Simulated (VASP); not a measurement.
# SnO2 (I4_1/amd) in VASP: notebook

SnO2 is run at these levels: PBE, PBE+D4; tasks: single point.

Program: VASP 6.6.1. These are calculated values, not measurements. Logs are shortened: lines on timing, memory, paths and dates and some standing lists are left out, and cuts for length are marked.

### 1 The cell of the first run

It takes space group I4_1/amd (No. 141, tetragonal). Conventional cell: a = 3.999 Å, b = 3.999 Å, c = 10.203 Å, α = 90.00°, β = 90.00°, γ = 90.00°. Sn (site symmetry -4m2) has 6 O at 2.05 to 2.08 Å within 2.7 Å. O (site symmetry 2mm) has 3 Sn at 2.05 to 2.08 Å and 2 O at 2.56 Å within 2.7 Å.

### 2 Single point, PBE

Input file INCAR:

```
SYSTEM = SnO2
PREC     = Accurate       ! precision mode
ENCUT    = 600            ! plane-wave cutoff, eV
EDIFF    = 1E-6           ! SCF threshold, eV
ISMEAR   = 0              ! smearing method
SIGMA    = 0.01           ! smearing width, eV
LREAL    = .FALSE.        ! projectors in reciprocal space
LASPH    = .TRUE.         ! aspherical terms in the spheres
NELM     = 120            ! most SCF steps
ALGO     = Normal         ! electronic algorithm
ISIF     = 2              ! what is computed and relaxed
LWAVE    = .FALSE.        ! write WAVECAR
LCHARG   = .TRUE.         ! write CHGCAR
GGA      = PE             ! functional
LELF     = .TRUE.         ! ELF
LVHAR    = .TRUE.       
NBANDS   = 35             ! bands
GGA_COMPAT= .FALSE.
```

Input file KPOINTS:

```
Automatic mesh
0
G
  6 6 6
  0 0 0
```

Input file POSCAR:

```
SnO2
1.0
   -1.9996340854      1.9996340854      5.1012674953
    1.9996340854     -1.9996340854      5.1012674953
    1.9996340854      1.9996340854     -5.1012674953
Sn O
2 4
Direct
    0.7500000000      0.2500000000      0.5000000000
    0.0000000000      0.0000000000      0.0000000000
    0.5463402343      0.0463402343      0.5000000000
    0.7963402343      0.7963402343      0.0000000000
    0.2036597657      0.2036597657      0.0000000000
    0.9536597657      0.4536597657      0.5000000000
```

Potentials or basis: VASP PAW PBE potentials, release 64 (Sn_d, O).

Command:

```sh
> cat potpaw_PBE.64/Sn_d/POTCAR potpaw_PBE.64/O/POTCAR > POTCAR
> mpirun -np 1 vasp_std > vasp.out
```

OUTCAR:

```text
SYSTEM = SnO2
   PREC = Accurate
   ENCUT = 600
   EDIFF = 1E-6
   ISMEAR = 0
   LREAL = .FALSE.
   LASPH = .TRUE.
   NELM = 120
   ISIF = 2
   GGA = PE

 ion  position               nearest neighbor table
   1  0.750  0.250  0.500-   4 2.05   5 2.05   4 2.05   5 2.05   3 2.08   6 2.08   2 3.24   2 3.24
                             2 3.24   2 3.24
   2  0.000  0.000  0.000-   3 2.05   6 2.05   3 2.05   6 2.05   5 2.08   4 2.08   1 3.24   1 3.24
                             1 3.24   1 3.24
   3  0.546  0.046  0.500-   2 2.05   2 2.05   1 2.08
   4  0.796  0.796  0.000-   1 2.05   1 2.05   2 2.08
   5  0.204  0.204  0.000-   1 2.05   1 2.05   2 2.08
   6  0.954  0.454  0.500-   2 2.05   2 2.05   1 2.08

  LATTYP: Found a body centered tetragonal cell.
 ALAT       =     3.9992681708
 C/A-ratio  =     2.5511004901

  Lattice vectors:

 A1 = (  -1.9996340854,   1.9996340854,   5.1012674953)
 A2 = (   1.9996340854,  -1.9996340854,   5.1012674953)
 A3 = (   1.9996340854,   1.9996340854,  -5.1012674953)

Analysis of symmetry for initial positions (statically):
=====================================================================
 Subroutine PRICEL returns:
 Original cell was already a primitive cell.

 Routine SETGRP: Setting up the symmetry group for a
 body centered tetragonal supercell.

 Subroutine GETGRP returns: Found 16 space group operations
 (whereof  8 operations were pure point group operations)
 out of a pool of 16 trial point group operations.

The static configuration has the point symmetry D_2d.
 The point group associated with its full space group is D_4h.

Analysis of symmetry for dynamics (positions and initial velocities):
=====================================================================
 Subroutine PRICEL returns:
 Original cell was already a primitive cell.

 Routine SETGRP: Setting up the symmetry group for a
 body centered tetragonal supercell.

 Subroutine GETGRP returns: Found 16 space group operations
 (whereof  8 operations were pure point group operations)
 out of a pool of 16 trial point group operations.

The dynamic configuration has the point symmetry D_2d.
 The point group associated with its full space group is D_4h.

 Subroutine INISYM returns: Found 16 space group operations
 (whereof  8 operations are pure point group operations),
 and found     1 'primitive' translations

----------------------------------------------------------------------------------------

                                     Primitive cell

  volume of cell :      81.5904

  direct lattice vectors                    reciprocal lattice vectors
    -1.999634085  1.999634085  5.101267495     0.000000000  0.250045748  0.098014856
     1.999634085 -1.999634085  5.101267495     0.250045748  0.000000000  0.098014856
     1.999634085  1.999634085 -5.101267495     0.250045748  0.250045748  0.000000000

  length of vectors
     5.832666887  5.832666887  5.832666887     0.268569894  0.268569894  0.353618088

  position of ions in fractional coordinates (direct lattice)
     0.750000000  0.250000000  0.500000000
     0.000000000  0.000000000  0.000000000
     0.546340234  0.046340234  0.500000000
     0.796340234  0.796340234  0.000000000
     0.203659766  0.203659766  0.000000000
     0.953659766  0.453659766  0.500000000

  ion indices of the primitive-cell ions
   primitive index   ion index
                 1           1
                 2           2
                 3           3
                 4           4
                 5           5
                 6           6

----------------------------------------------------------------------------------------

 KPOINTS: Automatic mesh

Automatic generation of k-mesh.
 Grid dimensions read from file:
 generate k-points for:    6    6    6

 Generating k-lattice:

  Cartesian coordinates                     Fractional coordinates (reciprocal lattice)
     0.000000000  0.041674291  0.016335809     0.166666667  0.000000000  0.000000000
     0.041674291  0.000000000  0.016335809     0.000000000  0.166666667  0.000000000
     0.041674291  0.041674291  0.000000000     0.000000000  0.000000000  0.166666667

  Length of vectors
     0.044761649  0.044761649  0.058936348

  Shift w.r.t. Gamma in fractional coordinates (k-lattice)
     0.000000000  0.000000000  0.000000000

 Subroutine IBZKPT returns following result:
 ===========================================

 Found     30 irreducible k-points:

 Following reciprocal coordinates:
            Coordinates               Weight
  0.000000  0.000000  0.000000      1.000000
  0.166667 -0.000000  0.000000      8.000000
  0.333333 -0.000000  0.000000      8.000000
  0.500000  0.000000  0.000000      4.000000
  0.166667  0.166667  0.000000      8.000000
  0.333333  0.166667  0.000000     16.000000
[... 16 lines left out ...]
 -0.333333 -0.333333  0.166667      8.000000
 -0.166667 -0.333333  0.166667      8.000000
 [... further k-points ...]
   k-points           NKPTS =     30   k-points in BZ     NKDIM =     30   number of bands    NBANDS=     35
   number of dos      NEDOS =    301   number of ions     NIONS =      6
   total plane-waves  NPLWV = 110592
   dimension x,y,z NGX =    48 NGY =   48 NGZ =   48
   dimension x,y,z NGXF=    96 NGYF=   96 NGZF=   96
   ions per type =               2   4
   NGX,Y,Z   is equivalent  to a cutoff of  13.68, 13.68, 13.68 a.u.
   NGXF,Y,Z  is equivalent  to a cutoff of  27.36, 27.36, 27.36 a.u.
 SYSTEM =  SnO2
   PREC   = accura    normal or accurate (medium, high low for compatibility)
   ISTART =      0    job   : 0-new  1-cont  2-samecut
   ICHARG =      2    charge: 1-file 2-atom 10-const
   ISPIN  =      1    spin polarized calculation?
   LNONCOLLINEAR =      F non collinear calculations
   LSORBIT =      F    spin-orbit coupling
   LASPH  =      T    aspherical Exc in radial PAW
   ENCUT  =  600.0 eV  44.10 Ry    6.64 a.u.  11.65 11.65 11.65*2*pi/ulx,y,z
   NELM   =    120;   NELMIN=  2; NELMDL= -5     # of ELM steps
   EDIFF  = 0.1E-05   stopping-criterion for ELM
   LREAL  =      F    real-space projection
   EDIFFG = 0.1E-04   stopping-criterion for IOM
   NSW    =      0    number of steps for IOM
   IBRION =     -1    ionic relax: 0-MD 1-quasi-New 2-CG
   NFREE  =      0    steps in history (QN), initial steepest desc. (CG)
   ISIF   =      2    stress and relaxation
   ISYM   =      2    0-nonsym 1-usesym 2-fastsym
   POTIM  = 0.5000    time-step for ionic-motion
   TEBEG  =    0.0;   TEEND  =   0.0 temperature during run
   PSTRESS=    0.0 pullay stress
   NELECT =      52.0000    total number of electrons
   NUPDOWN=      -1.0000    fix difference up-down
   EMIN   =  10.00;   EMAX   =-10.00  energy-range for DOS
   EFERMI =   0.00;   METHOD = LEGACY
   ISMEAR =     0;   SIGMA  =   0.01  broadening in eV -4-tet -1-fermi 0-gaus
   EFERMI_NEDOS =   21; number of points for ismear=-14 and -15
   IALGO  =     38    algorithm
   IMIX   =      4    mixing-type and parameters
     AMIX     =   0.40;   BMIX     =  1.00
     AMIX_MAG =   1.60;   BMIX_MAG =  1.00
  volume/ion in A,a.u.               =      13.60        91.77
  Fermi-wavevector in a.u.,A,eV,Ry     =   1.408844  2.662329 27.005406  1.984841
  Thomas-Fermi vector in A             =   2.530960
   LORBIT       =      0    0 simple, 1 ext, 2 COOP (PROOUT), +10 PAW based schemes
   GGA     = PE    functional components
   LHFCALC =     F    Hartree Fock is set to
   AEXX    =    0.0000 exact exchange contribution
   IVDW    =     0    specifies the selected vdW correction
   LEPSILON=     F    determine dielectric tensor
   LRPA    =     F    only Hartree local field effects (RPA)
 non-spin polarized calculation
 Gauss-broadening in eV      SIGMA  =   0.01
  energy-cutoff  :      600.00
  volume of cell :       81.59
 maximum number of plane-waves:      2738
 NGX is ok and might be reduce to    48
   NGX = 23   NGY = 23   NGZ = 23

 number of electron      52.0000004 magnetization

 Free energy of the ion-electron system (eV)
  ---------------------------------------------------
  ext. energy  EPLUGINS =         0.00000000
  ---------------------------------------------------
  free energy    TOTEN  =       -36.89478561 eV

  energy without entropy =      -36.89478561  energy(sigma->0) =      -36.89478561

 E-fermi :   4.1532     XC(G=0): -10.3141

 val. band max:        4.0888389760   @ k =   0.3333   0.3333   0.1667
 cond. band min:       5.7962181077   @ k =   0.0000   0.0000   0.0000
 fundamental gap:      1.7073791317
 Fermi energy:         4.1531969847

 k-point     1 :       0.0000    0.0000    0.0000
  band No.  band energies     occupation
      1     -16.3174      2.00000
      2     -16.2923      2.00000
      3     -16.1557      2.00000
      4     -15.5820      2.00000
      5     -15.4811      2.00000
      6     -15.4811      2.00000
[... 27 lines left out ...]
     34      16.5621      0.00000
     35      16.5792      0.00000

 k-point     2 :       0.1667   -0.0000    0.0000
  band No.  band energies     occupation
      1     -16.3442      2.00000
      2     -16.1864      2.00000
      3     -16.1063      2.00000
      4     -15.5942      2.00000
      5     -15.4873      2.00000
      6     -15.4753      2.00000
[... 27 lines left out ...]
     34      15.7837      0.00000
     35      16.1228      0.00000

 k-point     3 :       0.3333   -0.0000    0.0000
  band No.  band energies     occupation
      1     -16.3413      2.00000
      2     -16.1147      2.00000
      3     -15.9139      2.00000
      4     -15.6208      2.00000
      5     -15.4985      2.00000
      6     -15.4624      2.00000
[... 27 lines left out ...]
     34      15.5419      0.00000
     35      16.1211      0.00000
[... 723 lines left out ...]
 k-point    23 :      -0.3333   -0.3333    0.1667
  band No.  band energies     occupation
      1     -16.3952      2.00000
      2     -16.2825      2.00000
      3     -15.8346      2.00000
      4     -15.5491      2.00000
      5     -15.4843      2.00000
      6     -15.4655      2.00000
[... 27 lines left out ...]
     34      15.9607      0.00000
     35      16.7410      0.00000

 k-point    24 :      -0.1667   -0.3333    0.1667
  band No.  band energies     occupation
      1     -16.4307      2.00000
      2     -16.2655      2.00000
      3     -15.9690      2.00000
      4     -15.5086      2.00000
      5     -15.5041      2.00000
      6     -15.4855      2.00000
[... 27 lines left out ...]
     34      16.1428      0.00000
     35      16.2253      0.00000

 [... further k-points ...]
[... 5 lines left out ...]
  --------------------------------------------------------------------------------------
  -------------------------------------------------------------------------------------
  Total        3.5735547      3.5735547      3.8587645      0.0000000      0.0000000      0.0000000
  in kB       70.1732941     70.1732941     75.7739117      0.0000000      0.0000000      0.0000000
  external PRESSURE =      72.0401667 kB  Pullay stress =       0.0000000 kB

 VOLUME and BASIS-vectors are now :
 -----------------------------------------------------------------------------
  energy-cutoff  :      600.00
  volume of cell :       81.59
      direct lattice vectors                 reciprocal lattice vectors
    -1.999634085  1.999634085  5.101267495     0.000000000  0.250045748  0.098014856
     1.999634085 -1.999634085  5.101267495     0.250045748  0.000000000  0.098014856
     1.999634085  1.999634085 -5.101267495     0.250045748  0.250045748  0.000000000

 POSITION                                       TOTAL-FORCE (eV/Angst)
 -----------------------------------------------------------------------------------
      0.00000      1.99963      2.55063        -0.000000     -0.000000     -0.000000
      0.00000      0.00000      0.00000        -0.000000     -0.000000     -0.000000
      0.00000      1.99963      0.47279        -0.000000      0.000000     -0.118474
      0.00000      0.00000      8.12469         0.000000     -0.000000     -0.118474
      0.00000      0.00000      2.07785         0.000000     -0.000000      0.118474
      0.00000      1.99963      4.62848        -0.000000      0.000000      0.118474
 -----------------------------------------------------------------------------------
    total drift:                                0.000000     -0.000000      0.000000

  FREE ENERGIE OF THE ION-ELECTRON SYSTEM (eV)
  ---------------------------------------------------
  free  energy   TOTEN  =       -36.8947856121 eV

  energy  without entropy=      -36.8947856121  energy(sigma->0) =      -36.89478561
```

Wall time 2.4 min (1 thread of Intel Xeon Platinum 8259CL at 2.50GHz (Skylake/Cascade Lake), shared host); peak memory 0.35 GiB.

Results:

```
Free energy            : -36.8948 eV
Pressure               : 7.2 GPa
Largest force          : 0.118 eV/Å
Band gap on the k mesh : 1.71 eV, indirect (least direct gap 2.09 eV)
```

Forces on the atoms (eV/Å):
```
Sn   0.000  0.000  0.000
Sn   0.000  0.000  0.000
O    0.000  0.000 -0.118
O    0.000  0.000 -0.118
O    0.000  0.000  0.118
O    0.000  0.000  0.118
```

Caveat: spin-orbit coupling is left out, which moves the levels of the heavy elements. A k mesh can miss the band edges.

### 3 Single point, PBE+D4

Input file INCAR:

```
  PREC = Accurate
  ENCUT = 600
  EDIFF = 1E-6
  ISMEAR = 0
  SIGMA = 0.01
  LREAL = False
  LASPH = True
  NELM = 120
  ALGO = Normal
  ISIF = 2
  LWAVE = False
  LCHARG = False
  GGA = PE
  IVDW = 13
  NBANDS = 35
  GGA_COMPAT = False
```

Input file KPOINTS:

```
Automatic mesh
0
Gamma
  6 6 6
```

POSCAR is that of step 2.

Potentials or basis: VASP PAW PBE potentials, release 64 (Sn_d, O).

Command:

```sh
> cat potpaw_PBE.64/Sn_d/POTCAR potpaw_PBE.64/O/POTCAR > POTCAR
> mpirun -np 1 vasp_std > vasp.out
```

It took 2.7 min on 1 thread of Intel Xeon Platinum 8259CL at 2.50GHz (Skylake/Cascade Lake), shared host; peak memory 0.35 GiB.

The run converged. Its results:

| Item | Value |
| --- | --- |
| Free energy | -38.2950 eV |
| Pressure | 4.2 GPa |
| Largest force | 0.127 eV/Å |
| Band gap on the k mesh | 1.71 eV, indirect (least direct gap 2.09 eV) |
| Dispersion energy per atom | -0.233 eV |

Forces on the atoms (eV/Å):
```
Sn   0.000  0.000  0.000
Sn   0.000  0.000  0.000
O    0.000  0.000 -0.127
O    0.000  0.000 -0.127
O    0.000  0.000  0.127
O    0.000  0.000  0.127
```

Stress tensor (GPa, compression positive):
```
4.00 0.00 0.00
0.00 4.00 0.00
0.00 0.00 4.71
```

Levels at points of the mesh, in eV from the valence-band top:
| k point | band 23 | band 24 | band 25 | band 26 | band 27 | band 28 | band 29 | band 30 |
| --- | --- | --- | --- | --- | --- | --- | --- | --- |
| (0.00, 0.00, 0.00) | -0.65 | -0.65 | -0.38 | -0.38 | 1.71 | 5.63 | 9.47 | 9.94 |
| (0.50, 0.00, 0.00) | -0.77 | -0.75 | -0.56 | -0.37 | 5.04 | 6.30 | 8.01 | 8.72 |
| (0.50, 0.50, 0.00) | -0.79 | -0.79 | -0.04 | -0.04 | 7.41 | 7.41 | 7.74 | 7.74 |
| (0.50, 0.50, 0.50) | -1.00 | -1.00 | -0.28 | -0.28 | 4.32 | 4.32 | 7.78 | 7.78 |

Caveat: spin-orbit coupling is left out, which moves the levels of the heavy elements. A k mesh can miss the band edges.

### 4 Single point, PBE

Input file INCAR:

```
PREC = Accurate
ENCUT = 600
EDIFF = 1E-6
ISMEAR = 0
SIGMA = 0.5
LREAL = False
LASPH = True
NELM = 120
ALGO = Normal
ISIF = 2
LWAVE = False
LCHARG = False
GGA = PE
NBANDS = 35
GGA_COMPAT = False
```

Input file KPOINTS:

```
regular mesh
0
Gamma
  6 6 6
```

POSCAR is that of step 3.

Command:

```sh
> cat potpaw_PBE.64/Sn_d/POTCAR potpaw_PBE.64/O/POTCAR > POTCAR
> mpirun -np 1 vasp_std > vasp.out
```

Run time: 2.4 min. Hardware: 1 thread of Intel Xeon Platinum 8259CL at 2.50GHz (Skylake/Cascade Lake), shared host; peak memory 0.35 GiB.

Results (log left out):

| Item | Value |
| --- | --- |
| Free energy | -36.8949 eV |
| Pressure | 7.2 GPa |
| Largest force | 0.119 eV/Å |
| Band gap on the k mesh | 1.71 eV, indirect (least direct gap 2.09 eV) |

Forces on the atoms (eV/Å):
```
Sn   0.000  0.000  0.000
Sn   0.000  0.000  0.000
O    0.000  0.000 -0.119
O    0.000  0.000 -0.119
O    0.000  0.000  0.119
O    0.000  0.000  0.119
```

Stress tensor (GPa, compression positive):
```
7.02 0.00 0.00
0.00 7.02 0.00
0.00 0.00 7.59
```

Levels at points of the mesh, in eV from the valence-band top:
```
           k point  band 22  band 23  band 24  band 25  band 26  band 27  band 28  band 29  band 30  band 31
(0.00, 0.00, 0.00)    -1.03    -0.65    -0.65    -0.38    -0.38     1.71     5.63     9.47     9.94    10.01
(0.50, 0.00, 0.00)    -1.08    -0.77    -0.75    -0.56    -0.37     5.04     6.30     8.01     8.72    10.12
(0.50, 0.50, 0.00)    -0.88    -0.79    -0.79    -0.04    -0.04     7.41     7.41     7.74     7.74     8.77
(0.50, 0.50, 0.50)    -2.72    -1.00    -1.00    -0.28    -0.28     4.32     4.32     7.78     7.78    12.07
```

Caveat: spin-orbit coupling is left out, which moves the levels of the heavy elements. A k mesh can miss the band edges.

### 5 Summary

```tsv
level	smearing	gap on the mesh (eV)	pressure (GPa)	largest force (eV/Å)
PBE	gaussian 0.01 eV	1.71	7.2	0.12
PBE+D4	gaussian 0.01 eV	1.71	4.2	0.13
PBE	gaussian 0.5 eV	1.71	7.2	0.12
```

Alike in all rows: task single point; potentials or basis VASP PAW PBE potentials, release 64 (Sn_d, O); no spin polarisation; cell as given; k mesh 6 × 6 × 6; cutoff (eV) 600.

On the cell as given the gap runs from 1.71 eV (PBE) to 1.71 eV (PBE). The pressure there spans 4.2 GPa (PBE+D4) to 7.2 GPa (PBE); a positive pressure means that this level wants a larger cell, a negative one a smaller.

Caveats: spin-orbit coupling is left out, which moves the levels of the heavy elements.

Absolute energies hang on the potentials; compare differences alone.
